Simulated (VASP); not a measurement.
Input of a VASP 6.6.1 run:

File INCAR:

```
ALGO     = Normal         # electronic algorithm
EDIFF    = 1E-7           # SCF threshold, eV
ENCUT    = 520            # plane-wave cutoff, eV
GGA      = CA             # functional
ISIF     = 2              # what is computed and relaxed
ISMEAR   = 0              # smearing method
ISPIN    = 2              # spin polarisation
LASPH    = T              # aspherical terms in the spheres
LCHARG   = F              # write CHGCAR
LMAXMIX  = 6              # l up to which the mixer works
LORBIT   = 11             # projections on sites
LREAL    = F              # projectors in reciprocal space
LWAVE    = F              # write WAVECAR
MAGMOM   = 7.214 7.214    # initial moments
NBANDS   = 29             # bands
NELM     = 150            # most SCF steps
PREC     = Accurate       # precision mode
SIGMA    = 0.6            # smearing width, eV
```

KPOINTS

```
k-points
0
Gamma
  10 10 6
```

Contents of POSCAR:

```
Gd
1.0
    3.4841536640      0.0000000000      0.0000000000
   -1.7420768320      3.0173655837      0.0000000000
    0.0000000000      0.0000000000      5.5867162136
Gd
2
Direct
    0.3333333333      0.6666666667      0.2500000000
    0.6666666667      0.3333333333      0.7500000000
```

Potentials or basis: VASP PAW PBE potentials, release 64 (Gd).

Command:

```console
$ cat potpaw_PBE.64/Gd/POTCAR > POTCAR
$ mpirun -np 1 vasp_std > vasp.out
```

**Question.** Estimate the net moment.

**Answer.** 14.34 μB per cell.

**Question.** What does it give for the site moments?

**Answer.** Gd +6.78 μB.

Stress tensor (GPa, compression positive):
```
1.25 0.00 0.00
0.00 1.25 0.00
0.00 0.00 1.11
```

Caveat: so wide a smearing shifts energies and pressures; the PAW data sets were made with another functional, which shifts forces and pressure a little. The state reached can hang on the start; a lower one may exist.
